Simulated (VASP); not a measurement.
Set up this calculation in VASP 6.6.1, as the native input.

```
Task                   : single point
Functional             : RPBE
Potentials or basis    : VASP PAW PBE potentials, release 64 (Ge_d)
Cutoff                 : 520 eV
k mesh                 : 13 × 13 × 13
Occupations            : fermi-dirac, width 0.1 eV
Spin                   : no spin polarisation
Dipole correction      : no
Further INCAR settings : ALGO = Normal; EDIFF = 1e-07; NBANDS = 13
```

The structure of Ge lies in POSCAR:

```
Ge
1.0
    2.8076647184      0.0000000000      0.0000000000
    0.0000000000      2.8076647184      0.0000000000
    0.0000000000      0.0000000000      2.8076647184
Ge
1
Direct
    0.0000000000      0.0000000000      0.0000000000
```

This cell differs from its parent crystal: volume scaled by 1.08.

One way to write it, as run:

INCAR

```
PREC = Accurate ; ENCUT = 520
EDIFF = 1E-7 ; ISMEAR = -1
SIGMA = 0.1 ; LREAL = F
LASPH = T ; NELM = 100
ALGO = Normal ; ISIF = 2
LWAVE = F ; LCHARG = T
GGA = RP ; LELF = T
LVHAR = T ; NBANDS = 13
```

KPOINTS

```
regular mesh
0
Gamma
  13 13 13
```

Potentials or basis: VASP PAW PBE potentials, release 64 (Ge_d).

The run is started by

```bash
$ cat potpaw_PBE.64/Ge_d/POTCAR > POTCAR
$ mpirun -np 1 vasp_std > vasp.out
```

It gave:

```yaml
Pressure: -4.1 GPa
Band_gap_on_the_k_mesh: zero (band 7 reaches 11.05 eV, above the bottom of band 8 at 2.96 eV)
```

Caveat: the PAW data sets were made with another functional, which shifts forces and pressure a little.

It took 46 s on 1 thread of AMD EPYC 7R13 (shared host), peak memory 0.12 GiB.
